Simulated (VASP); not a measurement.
# GaSb5 (P-6m2) in VASP: notebook, part 2 of 2

VASP 6.6.1.

## 3. Single point, PBE

This run uses another cell than the first one, of 35.32 Å³/atom.

The input, INCAR:

```
SYSTEM = GaSb5
PREC     = Accurate       ! precision mode
ENCUT    = 520            ! plane-wave cutoff, eV
EDIFF    = 1E-6           ! SCF threshold, eV
ISMEAR   = 0              ! smearing method
SIGMA    = 0.1            ! smearing width, eV
LREAL    = .FALSE.        ! projectors in reciprocal space
LASPH    = .TRUE.         ! aspherical terms in the spheres
NELM     = 100            ! most SCF steps
ALGO     = Normal         ! electronic algorithm
ISIF     = 2              ! what is computed and relaxed
LWAVE    = .FALSE.        ! write WAVECAR
LCHARG   = .FALSE.        ! write CHGCAR
GGA      = PE             ! functional
NBANDS   = 28             ! bands
```

The input, KPOINTS:

```
regular mesh
0
G
  6 6 1
  0 0 0
```

The input, POSCAR:

```
GaSb5
1.0
    3.6449767500      0.0000000000      0.0000000000
   -1.8224883700      3.1566424600      0.0000000000
    0.0000000000      0.0000000000     18.4191268800
Ga Sb
1 5
Direct
    0.0000000000      0.0000000000      0.0000000000
    0.6666666700      0.3333333300      0.8349520000
    0.0000000000      0.0000000000      0.6673210300
    0.6666666700      0.3333333300      0.5000000000
    0.0000000000      0.0000000000      0.3326789700
    0.6666666700      0.3333333300      0.1650480000
```

Potentials or basis: VASP PAW PBE potentials, release 64 (Ga_d, Sb).

Launch:

```sh
cat potpaw_PBE.64/Ga_d/POTCAR potpaw_PBE.64/Sb/POTCAR > POTCAR
mpirun -np 1 vasp_std > vasp.out
```

OUTCAR:

```text
SYSTEM = GaSb5
   PREC = Accurate
   ENCUT = 520
   EDIFF = 1E-6
   ISMEAR = 0
   LREAL = .FALSE.
   LASPH = .TRUE.
   NELM = 100
   ISIF = 2
   GGA = PE

 ion  position               nearest neighbor table
   1  0.000  0.000  0.000-
   2  0.667  0.333  0.835-   3 3.74   3 3.74   3 3.74
   3  0.000  0.000  0.667-   4 3.73   4 3.73   4 3.73   2 3.74   2 3.74   2 3.74
   4  0.667  0.333  0.500-   3 3.73   5 3.73   3 3.73   5 3.73   3 3.73   5 3.73
   5  0.000  0.000  0.333-   4 3.73   4 3.73   4 3.73   6 3.74   6 3.74   6 3.74
   6  0.667  0.333  0.165-   5 3.74   5 3.74   5 3.74

  LATTYP: Found a hexagonal cell.
 ALAT       =     3.6449767500
 C/A-ratio  =     5.0532906362

  Lattice vectors:

 A1 = (   3.6449767500,   0.0000000000,   0.0000000000)
 A2 = (  -1.8224883700,   3.1566424600,   0.0000000000)
 A3 = (   0.0000000000,   0.0000000000,  18.4191268800)

Analysis of symmetry for initial positions (statically):
=====================================================================
 Subroutine PRICEL returns:
 Original cell was already a primitive cell.

 Routine SETGRP: Setting up the symmetry group for a
 hexagonal supercell.

 Subroutine GETGRP returns: Found 12 space group operations
 (whereof 12 operations were pure point group operations)
 out of a pool of 24 trial point group operations.

The static configuration has the point symmetry D_3h.

Analysis of symmetry for dynamics (positions and initial velocities):
=====================================================================
 Subroutine PRICEL returns:
 Original cell was already a primitive cell.

 Routine SETGRP: Setting up the symmetry group for a
 hexagonal supercell.

 Subroutine GETGRP returns: Found 12 space group operations
 (whereof 12 operations were pure point group operations)
 out of a pool of 24 trial point group operations.

The dynamic configuration has the point symmetry D_3h.

 Subroutine INISYM returns: Found 12 space group operations
 (whereof 12 operations are pure point group operations),
 and found     1 'primitive' translations

----------------------------------------------------------------------------------------

                                     Primitive cell

  volume of cell :     211.9284

  direct lattice vectors                    reciprocal lattice vectors
     3.644976750  0.000000000  0.000000000     0.274350172  0.158396146  0.000000000
    -1.822488370  3.156642460  0.000000000     0.000000000  0.316792292  0.000000000
     0.000000000  0.000000000 18.419126880     0.000000000  0.000000000  0.054291390

  length of vectors
     3.644976750  3.644976746 18.419126880     0.316792292  0.316792292  0.054291390

  position of ions in fractional coordinates (direct lattice)
     0.000000000  0.000000000  0.000000000
     0.666666670  0.333333330  0.834952000
     0.000000000  0.000000000  0.667321030
     0.666666670  0.333333330  0.500000000
[... 27 lines left out ...]
  Length of vectors
     0.052798715  0.052798715  0.054291390

  Shift w.r.t. Gamma in fractional coordinates (k-lattice)
     0.000000000  0.000000000  0.000000000

 Subroutine IBZKPT returns following result:
 ===========================================

 Found      7 irreducible k-points:

 Following reciprocal coordinates:
            Coordinates               Weight
  0.000000  0.000000  0.000000      1.000000
  0.166667  0.000000  0.000000      6.000000
  0.333333  0.000000  0.000000      6.000000
  0.500000  0.000000  0.000000      3.000000
  0.166667  0.166667  0.000000      6.000000
  0.333333  0.166667  0.000000     12.000000
  0.333333  0.333333  0.000000      2.000000
   k-points           NKPTS =      7   k-points in BZ     NKDIM =      7   number of bands    NBANDS=     28
   number of dos      NEDOS =    301   number of ions     NIONS =      6
   total plane-waves  NPLWV = 109760
   dimension x,y,z NGX =    28 NGY =   28 NGZ =  140
   dimension x,y,z NGXF=    56 NGYF=   56 NGZF=  280
   ions per type =               1   5
   NGX,Y,Z   is equivalent  to a cutoff of  12.77, 12.77, 12.64 a.u.
   NGXF,Y,Z  is equivalent  to a cutoff of  25.54, 25.54, 25.27 a.u.
 SYSTEM =  GaSb5
   PREC   = accura    normal or accurate (medium, high low for compatibility)
   ISTART =      0    job   : 0-new  1-cont  2-samecut
   ICHARG =      2    charge: 1-file 2-atom 10-const
   ISPIN  =      1    spin polarized calculation?
   LNONCOLLINEAR =      F non collinear calculations
   LSORBIT =      F    spin-orbit coupling
   LASPH  =      T    aspherical Exc in radial PAW
   ENCUT  =  520.0 eV  38.22 Ry    6.18 a.u.   6.78  6.78 34.25*2*pi/ulx,y,z
   NELM   =    100;   NELMIN=  2; NELMDL= -5     # of ELM steps
   EDIFF  = 0.1E-05   stopping-criterion for ELM
   LREAL  =      F    real-space projection
   EDIFFG = 0.1E-04   stopping-criterion for IOM
   NSW    =      0    number of steps for IOM
   IBRION =     -1    ionic relax: 0-MD 1-quasi-New 2-CG
   NFREE  =      0    steps in history (QN), initial steepest desc. (CG)
   ISIF   =      2    stress and relaxation
   ISYM   =      2    0-nonsym 1-usesym 2-fastsym
   POTIM  = 0.5000    time-step for ionic-motion
   TEBEG  =    0.0;   TEEND  =   0.0 temperature during run
   PSTRESS=    0.0 pullay stress
   NELECT =      38.0000    total number of electrons
   NUPDOWN=      -1.0000    fix difference up-down
   EMIN   =  10.00;   EMAX   =-10.00  energy-range for DOS
   EFERMI =   0.00;   METHOD = LEGACY
   ISMEAR =     0;   SIGMA  =   0.10  broadening in eV -4-tet -1-fermi 0-gaus
   EFERMI_NEDOS =   21; number of points for ismear=-14 and -15
   IALGO  =     38    algorithm
   IMIX   =      4    mixing-type and parameters
     AMIX     =   0.40;   BMIX     =  1.00
     AMIX_MAG =   1.60;   BMIX_MAG =  1.00
  volume/ion in A,a.u.               =      35.32       238.36
  Fermi-wavevector in a.u.,A,eV,Ry     =   0.923151  1.744503 11.595002  0.852209
  Thomas-Fermi vector in A             =   2.048757
   LORBIT       =      0    0 simple, 1 ext, 2 COOP (PROOUT), +10 PAW based schemes
   GGA     = PE    functional components
   LHFCALC =     F    Hartree Fock is set to
   AEXX    =    0.0000 exact exchange contribution
   IVDW    =     0    specifies the selected vdW correction
   LEPSILON=     F    determine dielectric tensor
   LRPA    =     F    only Hartree local field effects (RPA)
 non-spin polarized calculation
 Gauss-broadening in eV      SIGMA  =   0.10
  energy-cutoff  :      520.00
  volume of cell :      211.93
 maximum number of plane-waves:      5720
 NGX is ok and might be reduce to    28
   NGX = 13   NGY = 13   NGZ = 69

 number of electron      38.0000007 magnetization

 Free energy of the ion-electron system (eV)
  ---------------------------------------------------
  ext. energy  EPLUGINS =         0.00000000
  ---------------------------------------------------
  free energy    TOTEN  =       -20.48051284 eV

  energy without entropy =      -20.45960549  energy(sigma->0) =      -20.47005917

 E-fermi :   4.7208     XC(G=0):  -8.9440

 val. band max:        4.6885644496   @ k =   0.3333   0.3333   0.0000
 cond. band min:       4.7410529267   @ k =   0.3333   0.1667   0.0000
 fundamental gap:      0.0524884771
 Fermi energy:         4.7207976659

 k-point     1 :       0.0000    0.0000    0.0000
  band No.  band energies     occupation
      1     -10.2170      2.00000
      2     -10.2170      2.00000
      3     -10.2160      2.00000
      4     -10.1877      2.00000
      5     -10.1877      2.00000
      6      -6.3478      2.00000
[... 206 lines left out ...]
     27       6.0424      0.00000
     28       6.9420      0.00000

------------------------ aborting loop because EDIFF is reached ----------------------------------------

  FORCE on cell =-STRESS in cart. coord.  units (eV):
  Direction    XX          YY          ZZ          XY          YZ          ZX
  --------------------------------------------------------------------------------------
  -------------------------------------------------------------------------------------
  Total      -11.7055340    -11.7055340    -10.0683128     -0.0000000      0.0000000      0.0000000
  in kB      -88.4937536    -88.4937535    -76.1163732     -0.0000001      0.0000000      0.0000000
  external PRESSURE =     -84.3679601 kB  Pullay stress =       0.0000000 kB

 VOLUME and BASIS-vectors are now :
 -----------------------------------------------------------------------------
  energy-cutoff  :      520.00
  volume of cell :      211.93
      direct lattice vectors                 reciprocal lattice vectors
     3.644976750  0.000000000  0.000000000     0.274350172  0.158396146  0.000000000
    -1.822488370  3.156642460  0.000000000     0.000000000  0.316792292  0.000000000
     0.000000000  0.000000000 18.419126880     0.000000000  0.000000000  0.054291390

 POSITION                                       TOTAL-FORCE (eV/Angst)
 -----------------------------------------------------------------------------------
      0.00000      0.00000      0.00000        -0.000000      0.000000      0.000000
      1.82249      1.05221     15.37909         0.000000     -0.000000     -0.135519
      0.00000      0.00000     12.29147        -0.000000      0.000000      0.003829
      1.82249      1.05221      9.20956        -0.000000      0.000000      0.000000
      0.00000      0.00000      6.12766        -0.000000      0.000000     -0.003829
      1.82249      1.05221      3.04004         0.000000     -0.000000      0.135519
 -----------------------------------------------------------------------------------
    total drift:                               -0.000010      0.000006     -0.000000

  FREE ENERGIE OF THE ION-ELECTRON SYSTEM (eV)
  ---------------------------------------------------
  free  energy   TOTEN  =       -20.4805128437 eV

  energy  without entropy=      -20.4596054942  energy(sigma->0) =      -20.47005917
```

Wall time 45 s (1 thread of Intel Xeon Platinum 8488C (Sapphire Rapids), shared host); peak memory 0.32 GiB.

What came out:

```yaml
Free_energy: -20.4805 eV
Pressure: -8.4 GPa
Largest_force: 0.136 eV/Å
Band_gap_on_the_k_mesh: zero (bands 19 and 20 overlap by 4.60 eV)
```

Forces in eV/Å, atoms in the order of the input:
```
Ga   0.000  0.000  0.000
Sb   0.000  0.000 -0.136
Sb   0.000  0.000  0.004
Sb   0.000  0.000  0.000
Sb   0.000  0.000 -0.004
Sb   0.000  0.000  0.136
```

Levels at points of the mesh, in eV from the Fermi level:
| k point | band 16 | band 17 | band 18 | band 19 | band 20 | band 21 | band 22 | band 23 |
| --- | --- | --- | --- | --- | --- | --- | --- | --- |
| (0.00, 0.00, 0.00) | 1.40 | 2.70 | 2.70 | 2.94 | 2.94 | 3.20 | 3.20 | 3.47 |
| (0.50, 0.00, 0.00) | -2.84 | -1.35 | -1.31 | 0.24 | 0.25 | 0.52 | 0.57 | 0.88 |

Caveat: the cell stands under tension; spin-orbit coupling is left out, which moves the levels of the heavy elements.

The gap in the log of VASP goes by the Fermi energy; the results here count the filled bands.